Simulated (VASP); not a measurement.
Here is a VASP 6.6.1 calculation.

Contents of INCAR:

```
  PREC = Accurate
  ENCUT = 520
  EDIFF = 1E-6
  ISMEAR = 0
  SIGMA = 0.02
  LREAL = F
  LASPH = T
  NELM = 60
  ALGO = Normal
  ISIF = 2
  LWAVE = F
  LCHARG = T
  LDIPOL = T
  IDIPOL = 3
  DIPOL = 0.5 0.5 0.500
  GGA = PE
  IVDW = 12
  LELF = T
  LVHAR = T
  LVACPOTAV = T
  NBANDS = 20
```

KPOINTS

```
regular mesh
0
Gamma
  12 12 1
```

POSCAR

```
WS2
1.0
    3.2860000000      0.0000000000      0.0000000000
   -1.6430000000      2.8457594768      0.0000000000
    0.0000000000      0.0000000000     32.2910878415
S W
2 1
Direct
    0.3333333333      0.6666666667      0.4524697866
    0.3333333333      0.6666666667      0.5475424585
    0.6666666667      0.3333333333      0.5000061203
```

Potentials or basis: VASP PAW PBE potentials, release 64 (S, W_sv).

The run is started by

```sh
$ cat potpaw_PBE.64/S/POTCAR potpaw_PBE.64/W_sv/POTCAR > POTCAR
$ mpirun -np 1 vasp_std > vasp.out
```

Estimate the ionisation potential of the upper face.

5.51 eV.

Estimate the band gap on the k mesh.

1.09 eV (least direct gap 1.44 eV).

Forces in eV/Å, atoms in the order of the input:
```
S    0.000  0.000  0.031
S    0.000  0.000 -0.031
W    0.000  0.000  0.000
```

Caveat: spin-orbit coupling is left out, which moves the levels of the heavy elements.
